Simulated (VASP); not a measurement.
Wanted: the native input for a VASP 6.6.1 run.

| Property | Result |
| --- | --- |
| Task | single point |
| Functional | revPBE |
| Dispersion | D3(BJ) |
| Potentials or basis | VASP PAW PBE potentials, release 64 (Pb_d) |
| Cutoff | 520 eV |
| k mesh | 9 × 9 × 9 |
| Occupations | fermi-dirac, width 0.05 eV |
| Spin | no spin polarisation |
| Dipole correction | no |
| Further INCAR settings | ALGO = Fast; EDIFF = 1e-06; NBANDS = 13 |

The structure of Pb lies in POSCAR:

```
Pb
1.0
    0.0000000000      2.4914113386      2.4914113386
    2.4914113386      0.0000000000      2.4914113386
    2.4914113386      2.4914113386      0.0000000000
Pb
1
Direct
    0.0000000000      0.0000000000      0.0000000000
```

One way to write it, as run:

INCAR

```
SYSTEM = Pb
ALGO     = Fast           ! electronic algorithm
EDIFF    = 1E-6           ! SCF threshold, eV
ENCUT    = 520            ! plane-wave cutoff, eV
GGA      = RE             ! functional
ISIF     = 2              ! what is computed and relaxed
ISMEAR   = -1             ! smearing method
IVDW     = 12             ! dispersion correction
LASPH    = .TRUE.         ! aspherical terms in the spheres
LCHARG   = .TRUE.         ! write CHGCAR
LELF     = .TRUE.         ! ELF
LREAL    = .FALSE.        ! projectors in reciprocal space
LVHAR    = .TRUE.       
LWAVE    = .FALSE.        ! write WAVECAR
NBANDS   = 13             ! bands
NELM     = 100            ! most SCF steps
PREC     = Accurate       ! precision mode
SIGMA    = 0.05           ! smearing width, eV
```

KPOINTS

```
k-points
0
G
  9 9 9
  0 0 0
```

Potentials or basis: VASP PAW PBE potentials, release 64 (Pb_d).

Command:

```bash
$ cat potpaw_PBE.64/Pb_d/POTCAR > POTCAR
$ mpirun -np 1 vasp_std > vasp.out
```

Results of the run:

| Item | Value |
| --- | --- |
| Pressure | -1.4 GPa |
| Band gap on the k mesh | zero (band 7 reaches 14.44 eV, above the bottom of band 8 at 5.65 eV) |
| Dispersion energy per atom | -0.720 eV |

Caveat: the PAW data sets were made with another functional, which shifts forces and pressure a little; spin-orbit coupling is left out, which moves the levels of the heavy elements; pairwise dispersion overbinds metals, which lowers pressure and volume.

Wall time 17 s on 1 thread of Intel(R) Xeon(R) Platinum 8488C (Sapphire Rapids), on a shared host, peak memory 0.16 GiB.
